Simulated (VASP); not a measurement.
# Li2O (Fm-3m) in VASP: single point with PBEsol+D3(BJ)

Aim: the single point of Li2O with PBEsol+D3(BJ).

Everything below comes from runs of VASP 6.6.1. Logs are shortened: lines on timing, memory, paths and dates and some standing lists are left out, and cuts for length are marked.

## 1. The cell of the first run

The structure is cubic, space group Fm-3m (No. 225). The conventional cell has a = 4.610 Å, b = 4.610 Å, c = 4.610 Å, α = 90.00°, β = 90.00°, γ = 90.00°. Within 2.6 Å of Li (site symmetry -43m) lie 4 O at 2.00 Å and 6 Li at 2.30 to 2.31 Å. Within 2.6 Å of O (site symmetry m-3m) lie 8 Li at 2.00 Å.

## 2. Single point, PBEsol+D3(BJ)

INCAR reads:

```
  PREC = Accurate
  ENCUT = 750
  EDIFF = 1E-6
  ISMEAR = 0
  SIGMA = 0.01
  LREAL = F
  LASPH = T
  NELM = 120
  ALGO = Normal
  ISIF = 2
  LWAVE = F
  LCHARG = T
  GGA = PS
  IVDW = 12
  LELF = T
  LVHAR = T
  NBANDS = 13
  GGA_COMPAT = F
```

KPOINTS reads:

```
Automatic mesh
0
Gamma
  6 6 6
```

POSCAR reads:

```
Li2O
1.0
    0.0000000000      2.3050000000      2.3050000000
    2.3050000000      0.0000000000      2.3050000000
    2.3050000000      2.3050000000      0.0000000000
Li O
2 1
Direct
    0.2500000000      0.2500000000      0.2500000000
    0.7500000000      0.7500000000      0.7500000000
    0.0000000000      0.0000000000      0.0000000000
```

Potentials or basis: VASP PAW PBE potentials, release 64 (Li_sv, O).

Launch:

```console
> cat potpaw_PBE.64/Li_sv/POTCAR potpaw_PBE.64/O/POTCAR > POTCAR
> mpirun -np 1 vasp_std > vasp.out
```

OUTCAR:

```text
PREC = Accurate
   ENCUT = 750
   EDIFF = 1E-6
   ISMEAR = 0
   LREAL = F
   LASPH = T
   NELM = 120
   ISIF = 2
   GGA = PS
   IVDW = 12
 IVDW          = 12

 ion  position               nearest neighbor table
   1  0.250  0.250  0.250-   3 2.00   3 2.00   3 2.00   3 2.00   2 2.31   2 2.31   2 2.31   2 2.31
                             2 2.31   2 2.31
   2  0.750  0.750  0.750-   3 2.00   3 2.00   3 2.00   3 2.00   1 2.31   1 2.31   1 2.31   1 2.31
                             1 2.31   1 2.31
   3  0.000  0.000  0.000-   1 2.00   2 2.00   2 2.00   2 2.00   2 2.00   1 2.00   1 2.00   1 2.00

  LATTYP: Found a face centered cubic cell.
 ALAT       =     4.6100000000

  Lattice vectors:

 A1 = (   0.0000000000,   2.3050000000,   2.3050000000)
 A2 = (   2.3050000000,   0.0000000000,   2.3050000000)
 A3 = (   2.3050000000,   2.3050000000,   0.0000000000)

Analysis of symmetry for initial positions (statically):
=====================================================================
 Subroutine PRICEL returns:
 Original cell was already a primitive cell.

 Routine SETGRP: Setting up the symmetry group for a
 face centered cubic supercell.

 Subroutine GETGRP returns: Found 48 space group operations
 (whereof 48 operations were pure point group operations)
 out of a pool of 48 trial point group operations.

The static configuration has the point symmetry O_h .

Analysis of symmetry for dynamics (positions and initial velocities):
=====================================================================
 Subroutine PRICEL returns:
 Original cell was already a primitive cell.

 Routine SETGRP: Setting up the symmetry group for a
 face centered cubic supercell.

 Subroutine GETGRP returns: Found 48 space group operations
 (whereof 48 operations were pure point group operations)
 out of a pool of 48 trial point group operations.

The dynamic configuration has the point symmetry O_h .

 Subroutine INISYM returns: Found 48 space group operations
 (whereof 48 operations are pure point group operations),
 and found     1 'primitive' translations

----------------------------------------------------------------------------------------

                                     Primitive cell

  volume of cell :      24.4930

  direct lattice vectors                    reciprocal lattice vectors
     0.000000000  2.305000000  2.305000000    -0.216919740  0.216919740  0.216919740
     2.305000000  0.000000000  2.305000000     0.216919740 -0.216919740  0.216919740
     2.305000000  2.305000000  0.000000000     0.216919740  0.216919740 -0.216919740
[... 90 lines left out ...]
   EMIN   =  10.00;   EMAX   =-10.00  energy-range for DOS
   EFERMI =   0.00;   METHOD = LEGACY
   ISMEAR =     0;   SIGMA  =   0.01  broadening in eV -4-tet -1-fermi 0-gaus
   EFERMI_NEDOS =   21; number of points for ismear=-14 and -15
   IALGO  =     38    algorithm
   IMIX   =      4    mixing-type and parameters
     AMIX     =   0.40;   BMIX     =  1.00
     AMIX_MAG =   1.60;   BMIX_MAG =  1.00
  volume/ion in A,a.u.               =       8.16        55.10
  Fermi-wavevector in a.u.,A,eV,Ry     =   1.290588  2.438858 22.662103  1.665618
  Thomas-Fermi vector in A             =   2.422410
   LORBIT       =      0    0 simple, 1 ext, 2 COOP (PROOUT), +10 PAW based schemes
   GGA     = PS    functional components
   LHFCALC =     F    Hartree Fock is set to
   AEXX    =    0.0000 exact exchange contribution
   IVDW    =    12    specifies the selected vdW correction
   LEPSILON=     F    determine dielectric tensor
   LRPA    =     F    only Hartree local field effects (RPA)
 non-spin polarized calculation
 Gauss-broadening in eV      SIGMA  =   0.01
  energy-cutoff  :      750.00
  volume of cell :       24.49
 maximum number of plane-waves:      1158
 NGX is ok and might be reduce to    30
   NGX = 15   NGY = 15   NGZ = 15

 number of electron      12.0000001 magnetization

 Free energy of the ion-electron system (eV)
  ---------------------------------------------------
  ext. energy  EPLUGINS =         0.00000000
  ---------------------------------------------------
  free energy    TOTEN  =       -14.75573854 eV

  energy without entropy =      -14.75573854  energy(sigma->0) =      -14.75573854

 E-fermi :   1.3645     XC(G=0):  -9.9482

 val. band max:        1.2536494649   @ k =   0.0000   0.0000   0.0000
 cond. band min:       6.0887133285   @ k =   0.5000   0.5000   0.0000
 fundamental gap:      4.8350638637
 Fermi energy:         1.3644681773

 k-point     1 :       0.0000    0.0000    0.0000
  band No.  band energies     occupation
      1     -41.0030      2.00000
      2     -40.6459      2.00000
      3     -14.1104      2.00000
      4       1.2536      2.00000
      5       1.2536      2.00000
      6       1.2536      2.00000
      7       6.4542      0.00000
      8      13.0935      0.00000
      9      13.0935      0.00000
     10      13.0935      0.00000
     11      20.1506      0.00000
     12      20.1506      0.00000
     13      20.1506      0.00000
[... 226 lines left out ...]
  band No.  band energies     occupation
      1     -40.8333      2.00000
      2     -40.7753      2.00000
      3     -13.8266      2.00000
      4      -0.5124      2.00000
      5      -0.3114      2.00000
      6      -0.2071      2.00000
      7       7.5686      0.00000
      8      12.5238      0.00000
      9      15.0214      0.00000
     10      15.6331      0.00000
     11      18.0398      0.00000
     12      21.1755      0.00000
     13      23.1994      0.00000

------------------------ aborting loop because EDIFF is reached ----------------------------------------

 Edisp (eV)   -0.66575

 E8    (eV) :    -0.4077

  FORCE on cell =-STRESS in cart. coord.  units (eV):
  Direction    XX          YY          ZZ          XY          YZ          ZX
  --------------------------------------------------------------------------------------
  -------------------------------------------------------------------------------------
  Total      -0.90590    -0.90590    -0.90590    -0.00000     0.00000     0.00000
  in kB     -59.25800   -59.25800   -59.25800    -0.00000     0.00000     0.00000
  external pressure =      -59.26 kB  Pullay stress =        0.00 kB

 VOLUME and BASIS-vectors are now :
 -----------------------------------------------------------------------------
  energy-cutoff  :      750.00
  volume of cell :       24.49
      direct lattice vectors                 reciprocal lattice vectors
     0.000000000  2.305000000  2.305000000    -0.216919740  0.216919740  0.216919740
     2.305000000  0.000000000  2.305000000     0.216919740 -0.216919740  0.216919740
     2.305000000  2.305000000  0.000000000     0.216919740  0.216919740 -0.216919740

 POSITION                                       TOTAL-FORCE (eV/Angst)
 -----------------------------------------------------------------------------------
      1.15250      1.15250      1.15250         0.000000      0.000000      0.000000
      3.45750      3.45750      3.45750        -0.000000     -0.000000     -0.000000
      0.00000      0.00000      0.00000        -0.000000     -0.000000      0.000000
 -----------------------------------------------------------------------------------
    total drift:                                0.000000     -0.000000      0.000000

  FREE ENERGIE OF THE ION-ELECTRON SYSTEM (eV)
  ---------------------------------------------------
  free  energy   TOTEN  =       -15.4214915344 eV

  energy  without entropy=      -15.4214915344  energy(sigma->0) =      -15.42149153
```

It took 24 s on 1 thread of AMD EPYC 7R13, shared host; peak memory 0.14 GiB.

Results:

```yaml
Free_energy: -15.4215 eV
Pressure: -5.9 GPa
Band_gap_on_the_k_mesh: 4.84 eV, indirect (least direct gap 5.20 eV)
Dispersion_energy_per_atom: -0.222 eV
```

Levels at points of the mesh, in eV from the valence-band top:
```csv
k point,band 2,band 3,band 4,band 5,band 6,band 7,band 8,band 9,band 10,band 11
"(0.00, 0.00, 0.00)",-41.90,-15.36,0.00,0.00,0.00,5.20,11.84,11.84,11.84,18.90
"(0.50, 0.00, 0.00)",-42.06,-15.14,-2.83,-0.45,-0.45,9.13,9.78,11.96,11.96,17.77
"(0.50, 0.50, 0.00)",-42.00,-15.09,-1.62,-1.41,-1.41,4.84,13.47,13.47,14.70,15.73
```

Caveat: the PAW data sets were made with another functional, which shifts forces and pressure a little.
